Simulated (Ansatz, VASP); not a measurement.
**One calculation of GaN, two programs**

Contents of INCAR:

```
ALGO = Normal ; EDIFF = 1E-7
ENCUT = 520 ; GGA = PE
ISIF = 2 ; ISMEAR = 0
LASPH = True ; LCHARG = False
LREAL = False ; LWAVE = False
NBANDS = 26 ; NELM = 100
PREC = Accurate ; SIGMA = 0.05
```

Contents of KPOINTS:

```
k-points
0
Gamma
  12 12 6
```

The input POSCAR:

```
GaN
1.0
    3.2184289164      0.0000000000      0.0000000000
   -1.6092144582      2.7872412019      0.0000000000
    0.0000000000      0.0000000000      5.2430304702
Ga N
2 2
Direct
    0.3333333333      0.6666666667      0.9991316875
    0.6666666667      0.3333333333      0.4991316875
    0.3163899916      0.6581949958      0.3790010527
    0.6666666667      0.3333333333      0.8758683125
```

Input for Ansatz:

```yaml
crystal:
  lattice:
    - [3.2184289164, 0.0, 0.0]
    - [-1.6092144582, 2.7872412019, 0.0]
    - [0.0, 0.0, 5.2430304702]
  atoms:
    - { symbol: Ga, position: [0.3333333333, 0.6666666667, 0.9991316875] }
    - { symbol: Ga, position: [0.6666666667, 0.3333333333, 0.4991316875] }
    - { symbol: "N", position: [0.3163899916, 0.6581949958, 0.3790010527] }
    - { symbol: "N", position: [0.6666666667, 0.3333333333, 0.8758683125] }
basis:
  ecutwfc: 420
kpoints:
  mp_grid: { grid: [12, 12, 6] }
hamiltonian:
  xc: pbe
scf:
  occupations: { method: gaussian, width: 0.05 }
output:
  forces: true
  stress: true
  eigenvalues: true
```

Alike in both runs: task single point; functional PBE; k mesh 12 × 12 × 6; occupations gaussian, width 0.05 eV; no spin polarisation.

|  | VASP | Ansatz |
| --- | --- | --- |
| version | VASP 6.6.1 | Ansatz 0.2.0 |
| potentials or method | VASP PAW PBE potentials, release 64 (Ga_d, N), cutoff 520 eV | scalar-relativistic, plane waves, PAW |
| valence electrons in the cell | 36 | 36 |

VASP gave:

- gap on the k mesh at the Fermi level (eV): 1.70
- least direct gap on the mesh (eV): 1.70
- pressure (GPa): 0.3
- traceless stress, the component that is largest in VASP (GPa): 1.26
- rms of the force components (eV/Å): 0.268

Question: What did Ansatz give for the same quantities?

Answer: gap on the k mesh at the Fermi level (eV): 1.70; least direct gap on the mesh (eV): 1.70; pressure (GPa): 0.1; traceless stress, the component that is largest in VASP (GPa): 1.28; rms of the force components (eV/Å): 0.272.

Atom by atom the forces differ by 0.004 eV/Å (rms over components). The functional is the same, so the differences come from potentials, cutoffs and numerics.
